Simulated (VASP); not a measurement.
# Co (P6_3/mmc) in VASP: notebook

Aim: see how the results for Co move with the level of theory and the settings. Levels: PBE+D4, LDA, PBE+D3(BJ). Tasks: single point, relaxation of cell and atoms.

Program: VASP 6.6.1. These are calculated values, not measurements. Logs are shortened: lines on timing, memory, paths and dates and some standing lists are left out, and cuts for length are marked.

### 1 The cell of the first run

The structure is hexagonal, space group P6_3/mmc (No. 194). Conventional cell: a = 2.473 Å, b = 2.473 Å, c = 3.995 Å, α = 90.00°, β = 90.00°, γ = 120.00°. Within 3.2 Å of Co (site symmetry -6m2) lie 12 Co at 2.46 to 2.47 Å.

### 2 Single point, PBE+D4, collinear spin, ferromagnetic start

INCAR

```
SYSTEM = Co
PREC = Accurate
ENCUT = 520
EDIFF = 1E-7
ISMEAR = -1
SIGMA = 0.1
LREAL = .FALSE.
LASPH = .TRUE.
NELM = 150
ALGO = Normal
ISIF = 2
LWAVE = .FALSE.
LCHARG = .TRUE.
ISPIN = 2
MAGMOM = 2.5 2.5
LORBIT = 11
LMAXMIX = 4
GGA = PE
IVDW = 13
LELF = .TRUE.
LVHAR = .TRUE.
NBANDS = 20
```

KPOINTS

```
regular mesh
0
G
  12 12 7
  0 0 0
```

POSCAR

```
Co
1.0
    2.4729039984      0.0000000000      0.0000000000
   -1.2364519992      2.1415976837      0.0000000000
    0.0000000000      0.0000000000      3.9948494175
Co
2
Direct
    0.3333333333      0.6666666667      0.2500000000
    0.6666666667      0.3333333333      0.7500000000
```

Potentials or basis: VASP PAW PBE potentials, release 64 (Co).

On the command line:

```
$ cat potpaw_PBE.64/Co/POTCAR > POTCAR
$ mpirun -np 1 vasp_std > vasp.out
```

OUTCAR:

```text
SYSTEM = Co
   PREC = Accurate
   ENCUT = 520
   EDIFF = 1E-7
   ISMEAR = -1
   LREAL = .FALSE.
   LASPH = .TRUE.
   NELM = 150
   ISIF = 2
   ISPIN = 2
   LORBIT = 11
   GGA = PE
   IVDW = 13

 ion  position               nearest neighbor table
   1  0.333  0.667  0.250-   2 2.46   2 2.46   2 2.46   2 2.46   2 2.46   2 2.46
   2  0.667  0.333  0.750-   1 2.46   1 2.46   1 2.46   1 2.46   1 2.46   1 2.46

  LATTYP: Found a hexagonal cell.
 ALAT       =     2.4729039984
 C/A-ratio  =     1.6154486466

  Lattice vectors:

 A1 = (   2.4729039984,   0.0000000000,   0.0000000000)
 A2 = (  -1.2364519992,   2.1415976837,   0.0000000000)
 A3 = (   0.0000000000,   0.0000000000,   3.9948494175)

Analysis of symmetry for initial positions (statically):
=====================================================================
 Subroutine PRICEL returns:
 Original cell was already a primitive cell.

 Routine SETGRP: Setting up the symmetry group for a
 hexagonal supercell.

 Subroutine GETGRP returns: Found 24 space group operations
 (whereof 12 operations were pure point group operations)
 out of a pool of 24 trial point group operations.

The static configuration has the point symmetry D_3d.
 The point group associated with its full space group is D_6h.

Analysis of symmetry for dynamics (positions and initial velocities):
=====================================================================
 Subroutine PRICEL returns:
 Original cell was already a primitive cell.

 Routine SETGRP: Setting up the symmetry group for a
 hexagonal supercell.

 Subroutine GETGRP returns: Found 24 space group operations
 (whereof 12 operations were pure point group operations)
 out of a pool of 24 trial point group operations.

The dynamic configuration has the point symmetry D_3d.
 The point group associated with its full space group is D_6h.

Analysis of structural, dynamic, and magnetic symmetry:
=====================================================================
 Subroutine PRICEL returns:
 Original cell was already a primitive cell.

 Routine SETGRP: Setting up the symmetry group for a
 hexagonal supercell.

 Subroutine GETGRP returns: Found 24 space group operations
 (whereof 12 operations were pure point group operations)
 out of a pool of 24 trial point group operations.

The overall configuration has the point symmetry D_3d.
 The point group associated with its full space group is D_6h.

 Subroutine INISYM returns: Found 24 space group operations
 (whereof 12 operations are pure point group operations),
 and found     1 'primitive' translations

----------------------------------------------------------------------------------------

                                     Primitive cell

  volume of cell :      21.1566

  direct lattice vectors                    reciprocal lattice vectors
     2.472903998  0.000000000  0.000000000     0.404382863  0.233470555  0.000000000
    -1.236451999  2.141597684  0.000000000     0.000000000  0.466941110  0.000000000
     0.000000000  0.000000000  3.994849418     0.000000000  0.000000000  0.250322326

  length of vectors
     2.472903998  2.472903998  3.994849418     0.466941110  0.466941110  0.250322326

  position of ions in fractional coordinates (direct lattice)
     0.333333333  0.666666667  0.250000000
     0.666666667  0.333333333  0.750000000

  ion indices of the primitive-cell ions
   primitive index   ion index
                 1           1
                 2           2

----------------------------------------------------------------------------------------

 KPOINTS: regular mesh

Automatic generation of k-mesh.
 Grid dimensions read from file:
 generate k-points for:   12   12    7

 Generating k-lattice:

  Cartesian coordinates                     Fractional coordinates (reciprocal lattice)
     0.033698572  0.019455880  0.000000000     0.083333333  0.000000000  0.000000000
     0.000000000  0.038911759  0.000000000     0.000000000  0.083333333  0.000000000
     0.000000000  0.000000000  0.035760332     0.000000000  0.000000000  0.142857143

  Length of vectors
     0.038911759  0.038911759  0.035760332

  Shift w.r.t. Gamma in fractional coordinates (k-lattice)
     0.000000000  0.000000000  0.000000000

 Subroutine IBZKPT returns following result:
 ===========================================

 Found     76 irreducible k-points:

 Following reciprocal coordinates:
            Coordinates               Weight
  0.000000  0.000000  0.000000      1.000000
  0.083333  0.000000  0.000000      6.000000
  0.166667  0.000000  0.000000      6.000000
  0.250000  0.000000  0.000000      6.000000
  0.333333 -0.000000  0.000000      6.000000
  0.416667  0.000000  0.000000      6.000000
[... 16 lines left out ...]
  0.250000  0.000000  0.142857     12.000000
  0.333333 -0.000000  0.142857     12.000000
 [... further k-points ...]
   k-points           NKPTS =     76   k-points in BZ     NKDIM =     76   number of bands    NBANDS=     20
   number of dos      NEDOS =    301   number of ions     NIONS =      2
   total plane-waves  NPLWV =   9720
   dimension x,y,z NGX =    18 NGY =   18 NGZ =   30
   dimension x,y,z NGXF=    36 NGYF=   36 NGZF=   60
   ions per type =               2
   NGX,Y,Z   is equivalent  to a cutoff of  12.10, 12.10, 12.48 a.u.
   NGXF,Y,Z  is equivalent  to a cutoff of  24.20, 24.20, 24.97 a.u.
 SYSTEM =  Co
   PREC   = accura    normal or accurate (medium, high low for compatibility)
   ISTART =      0    job   : 0-new  1-cont  2-samecut
   ICHARG =      2    charge: 1-file 2-atom 10-const
   ISPIN  =      2    spin polarized calculation?
   LNONCOLLINEAR =      F non collinear calculations
   LSORBIT =      F    spin-orbit coupling
   LASPH  =      T    aspherical Exc in radial PAW
   ENCUT  =  520.0 eV  38.22 Ry    6.18 a.u.   4.60  4.60  7.43*2*pi/ulx,y,z
   NELM   =    150;   NELMIN=  2; NELMDL= -5     # of ELM steps
   EDIFF  = 0.1E-06   stopping-criterion for ELM
   LREAL  =      F    real-space projection
   EDIFFG = 0.1E-05   stopping-criterion for IOM
   NSW    =      0    number of steps for IOM
   IBRION =     -1    ionic relax: 0-MD 1-quasi-New 2-CG
   NFREE  =      0    steps in history (QN), initial steepest desc. (CG)
   ISIF   =      2    stress and relaxation
   ISYM   =      2    0-nonsym 1-usesym 2-fastsym
   POTIM  = 0.5000    time-step for ionic-motion
   TEBEG  =    0.0;   TEEND  =   0.0 temperature during run
   PSTRESS=    0.0 pullay stress
   NELECT =      18.0000    total number of electrons
   NUPDOWN=      -1.0000    fix difference up-down
   EMIN   =  10.00;   EMAX   =-10.00  energy-range for DOS
   EFERMI =   0.00;   METHOD = LEGACY
   ISMEAR =    -1;   SIGMA  =   0.10  broadening in eV -4-tet -1-fermi 0-gaus
   EFERMI_NEDOS =   21; number of points for ismear=-14 and -15
   IALGO  =     38    algorithm
   IMIX   =      4    mixing-type and parameters
     AMIX     =   0.40;   BMIX     =  1.00
     AMIX_MAG =   1.60;   BMIX_MAG =  1.00
  volume/ion in A,a.u.               =      10.58        71.39
  Fermi-wavevector in a.u.,A,eV,Ry     =   1.551257  2.931451 32.741045  2.406399
  Thomas-Fermi vector in A             =   2.655803
   LORBIT       =     11    0 simple, 1 ext, 2 COOP (PROOUT), +10 PAW based schemes
   GGA     = PE    functional components
   LHFCALC =     F    Hartree Fock is set to
   AEXX    =    0.0000 exact exchange contribution
   IVDW    =    13    specifies the selected vdW correction
   LEPSILON=     F    determine dielectric tensor
   LRPA    =     F    only Hartree local field effects (RPA)
 spin polarized calculation
  energy-cutoff  :      520.00
  volume of cell :       21.16
 maximum number of plane-waves:       582
   NGX =  9   NGY =  9   NGZ = 15

 number of electron      17.9999986 magnetization       3.1651586

 Free energy of the ion-electron system (eV)
  ---------------------------------------------------
  ext. energy  EPLUGINS =         0.00000000
  ---------------------------------------------------
  free energy    TOTEN  =       -14.08942829 eV

  energy without entropy =      -14.02630010  energy(sigma->0) =      -14.05786420

 E-fermi :  10.6128     XC(G=0): -13.5536

 val. band max:       10.6078833838   @ k =   0.4167   0.0833   0.4286
 cond. band min:      10.6206113803   @ k =   0.2500   0.0000   0.0000
 fundamental gap:      0.0127279964
 Fermi energy:        10.6128129330

 spin component 1

 k-point     1 :       0.0000    0.0000    0.0000
  band No.  band energies     occupation
      1       1.5604      1.00000
      2       5.3759      1.00000
      3       7.9858      1.00000
      4       8.0019      1.00000
      5       8.0019      1.00000
      6       8.3285      1.00000
[... 12 lines left out ...]
     19      36.9307      0.00000
     20      36.9307      0.00000
[... 507 lines left out ...]
 k-point    24 :       0.3333   -0.0000    0.1429
  band No.  band energies     occupation
      1       4.8422      1.00000
      2       6.1390      1.00000
      3       6.5264      1.00000
      4       7.2979      1.00000
      5       8.0613      1.00000
      6       8.0836      1.00000
[... 12 lines left out ...]
     19      34.1404      0.00000
     20      35.7845      0.00000

 [... further k-points ...]

 spin component 2

 k-point     1 :       0.0000    0.0000    0.0000
  band No.  band energies     occupation
      1       1.5625      1.00000
      2       6.3057      1.00000
      3       9.5906      0.99996
      4       9.6100      0.99996
      5       9.6100      0.99996
      6       9.9906      0.99802
[... 12 lines left out ...]
     19      37.2261      0.00000
     20      37.2261      0.00000
[... 507 lines left out ...]
 k-point    24 :       0.3333   -0.0000    0.1429
  band No.  band energies     occupation
      1       5.0954      1.00000
      2       7.2992      1.00000
      3       7.6602      1.00000
      4       8.5448      1.00000
      5       9.5130      0.99998
      6       9.7253      0.99986
[... 12 lines left out ...]
     19      34.4814      0.00000
     20      36.1177      0.00000

 [... further k-points ...]

------------------------ aborting loop because EDIFF is reached ----------------------------------------

  DFT-D4 for vdW energy calculation

  Edisp (eV):   -0.87672

  FORCE on cell =-STRESS in cart. coord.  units (eV):
  Direction    XX          YY          ZZ          XY          YZ          ZX
  --------------------------------------------------------------------------------------
  -------------------------------------------------------------------------------------
  Total      -0.11582    -0.11582    -0.13004     0.00000     0.00000    -0.00000
  in kB      -8.77137    -8.77137    -9.84781     0.00000     0.00000    -0.00000
  external pressure =       -9.13 kB  Pullay stress =        0.00 kB

 VOLUME and BASIS-vectors are now :
 -----------------------------------------------------------------------------
  energy-cutoff  :      520.00
  volume of cell :       21.16
      direct lattice vectors                 reciprocal lattice vectors
     2.472903998  0.000000000  0.000000000     0.404382863  0.233470555  0.000000000
    -1.236451999  2.141597684  0.000000000     0.000000000  0.466941110  0.000000000
     0.000000000  0.000000000  3.994849418     0.000000000  0.000000000  0.250322326

 POSITION                                       TOTAL-FORCE (eV/Angst)
 -----------------------------------------------------------------------------------
     -0.00000      1.42773      0.99871        -0.000000     -0.000000      0.000000
      1.23645      0.71387      2.99614         0.000000      0.000000      0.000000
 -----------------------------------------------------------------------------------
    total drift:                                0.000000     -0.000000     -0.000000

  FREE ENERGIE OF THE ION-ELECTRON SYSTEM (eV)
  ---------------------------------------------------
  free  energy   TOTEN  =       -14.9661502917 eV

  energy  without entropy=      -14.9030220997  energy(sigma->0) =      -14.93458620

 total charge

# of ion       s       p       d       tot
------------------------------------------
    1        0.499   0.544   7.281   8.324
    2        0.499   0.544   7.281   8.324
--------------------------------------------------
tot          0.999   1.087  14.562  16.648

 magnetization (x)

# of ion       s       p       d       tot
------------------------------------------
    1       -0.015  -0.053   1.665   1.597
    2       -0.015  -0.053   1.665   1.597
--------------------------------------------------
tot         -0.030  -0.107   3.331   3.194
```

Run time: 29 s. Hardware: 1 thread of Intel Xeon 6975P-C (Granite Rapids), shared host; peak memory 0.16 GiB.

Results:

- Free energy: -14.9662 eV
- Pressure: -0.9 GPa
- Net moment: 3.17 μB per cell
- Site moments: Co +1.60 μB
- Valence electrons inside the program's atomic spheres: Co 8.32
- Dispersion energy per atom: -0.438 eV

Stress tensor (GPa, compression positive):
```
-0.88  0.00  0.00
 0.00 -0.88  0.00
 0.00  0.00 -0.98
```

### 3 Relaxation of cell and atoms, LDA, collinear spin, ferromagnetic start

This run uses another cell than the first one, of 11.08 Å³/atom.

INCAR

```
SYSTEM = Co
PREC = Accurate ; ENCUT = 600
EDIFF = 1E-7 ; ISMEAR = -1
SIGMA = 0.1 ; LREAL = .False.
LASPH = .True. ; NELM = 150
ALGO = Normal ; ISIF = 3
LWAVE = .False. ; LCHARG = .False.
ISPIN = 2 ; MAGMOM = 2.5 2.5
LORBIT = 11 ; LMAXMIX = 4
IBRION = 2 ; NSW = 80
EDIFFG = -0.01
```

KPOINTS

```
Automatic mesh
0
Gamma
  12 12 7
  0 0 0
```

POSCAR

```
Co
1.0
    2.5074000000      0.0000000000      0.0000000000
   -1.2537000000      2.1714700000      0.0000000000
    0.0000000000      0.0000000000      4.0699000000
Co
2
Direct
    0.3333333333      0.6666666667      0.2500000000
    0.6666666667      0.3333333333      0.7500000000
```

Potentials or basis: VASP PAW LDA potentials, release 64 (Co).

On the command line:

```
$ cat potpaw_LDA.64/Co/POTCAR > POTCAR
$ mpirun -np 1 vasp_std > vasp.out
```

Run time: 98 s. Hardware: 1 thread of Intel Xeon 6975P-C (Granite Rapids), shared host; peak memory 0.17 GiB.

The run converged. Its results:

| Quantity | Value |
| --- | --- |
| Free energy | -16.2861 eV |
| Relaxed volume | 9.93 Å³/atom |
| Relaxed cell | a = 2.422 Å, b = 2.422 Å, c = 3.908 Å, α = 90.00°, β = 90.00°, γ = 120.00° |
| Space group after relaxing (to 0.1 Å) | P6_3/mmc (No. 194) |
| Energy gained by relaxing | 88.9 meV/atom |
| Ionic steps | 5 |
| Pressure after relaxing | 0.0 GPa |
| Net moment | 2.82 μB per cell |
| Site moments | Co +1.40 μB |
| Valence electrons inside the program's atomic spheres | Co 8.47 |

Stress tensor (GPa, compression positive):
```
 0.04  0.00  0.00
 0.00  0.04  0.00
 0.00  0.00 -0.04
```

Step by step:
| step | energy change (eV) | largest force (eV/Å) | pressure (GPa) | volume (Å³) |
| --- | --- | --- | --- | --- |
| 1 | 0.0000 | 0.0000 | -22.34 | 22.16 |
| 2 | 0.0811 | 0.0000 | 40.23 | 17.56 |
| 3 | -0.1775 | 0.0000 | -0.52 | 19.91 |
| 4 | -0.1775 | 0.0000 | 0.04 | 19.86 |
| 5 | -0.1777 | 0.0000 | 0.02 | 19.86 |

Final structure:
```xyz
2
Lattice="2.4225 0.0000 0.0000 -1.2112 2.0979 0.0000 0.0000 0.0000 3.9085" Properties=species:S:1:pos:R:3 pbc="T T T"
Co    0.0000    1.3986    0.9771
Co    1.2112    0.6993    2.9314
```

Levels at points of the mesh, in eV from the Fermi level:
Spin up:
| k point | band 8 | band 9 | band 10 | band 11 | band 12 | band 13 |
| --- | --- | --- | --- | --- | --- | --- |
| (0.00, 0.00, 0.00) | -1.75 | -1.75 | -0.46 | -0.46 | -0.07 | 7.34 |
| (0.50, 0.00, 0.00) | -0.32 | -0.19 | -0.14 | 1.72 | 3.91 | 10.48 |
Spin down:
```csv
k point,band 3,band 4,band 5,band 6,band 7,band 8,band 9,band 10,band 11,band 12
"(0.00, 0.00, 0.00)",-1.25,-1.24,-1.24,-0.83,-0.83,-0.37,-0.37,0.10,1.02,1.02
"(0.50, 0.00, 0.00)",-3.73,-1.93,-1.43,-1.25,-0.81,1.16,1.33,1.36,2.78,4.77
```

LDA usually gives volumes a few per cent too small. Zero-point motion and thermal expansion aren't in these numbers.

(Part 1 of 2 ends here.)
